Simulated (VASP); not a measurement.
**Bi: single point with LDA**

Bi:

```
Bi
1.0
     2.27300    1.31232    4.03308
    -2.27300    1.31232    4.03308
     0.00000   -2.62463    4.03308
Bi
2
Direct
  0.23389 0.23389 0.23389
  0.76611 0.76611 0.76611
```

This cell differs from its parent crystal: zz strain of +2 %.

```json
{"Program": "VASP 6.6.1", "Task": "single point", "Functional": "LDA", "Potentials or basis": "VASP PAW LDA potentials, release 64 (Bi_d)", "Cutoff": "520 eV", "k mesh": "11 × 11 × 11", "Occupations": "fermi-dirac, width 0.03 eV", "Spin": "no spin polarisation", "Dipole correction": "no", "Further INCAR settings": "ALGO = Normal; EDIFF = 1e-06; NBANDS = 22"}
```

```
Pressure               : -2.5 GPa
Largest force          : 0.065 eV/Å
Band gap on the k mesh : zero (bands 15 and 16 overlap by 0.09 eV)
```

Forces in eV/Å, atoms in the order of the input:
```
Bi   0.000  0.000 -0.065
Bi   0.000  0.000  0.065
```

Stress tensor (GPa, compression positive):
```
-2.41  0.00  0.00
 0.00 -2.41  0.00
 0.00  0.00 -2.71
```

Levels at points of the mesh, in eV from the Fermi level:
```tsv
k point	band 13	band 14	band 15	band 16	band 17	band 18
(0.00, 0.00, 0.00)	-1.55	-1.10	-1.10	2.45	2.88	2.88
```

It took 5 min on 1 thread of Intel Xeon 8259CL, with other jobs on the host, peak memory 0.3 GiB.

Caveat: the cell differs from its parent crystal (zz strain of +2 %); spin-orbit coupling is left out, which moves the levels of the heavy elements.
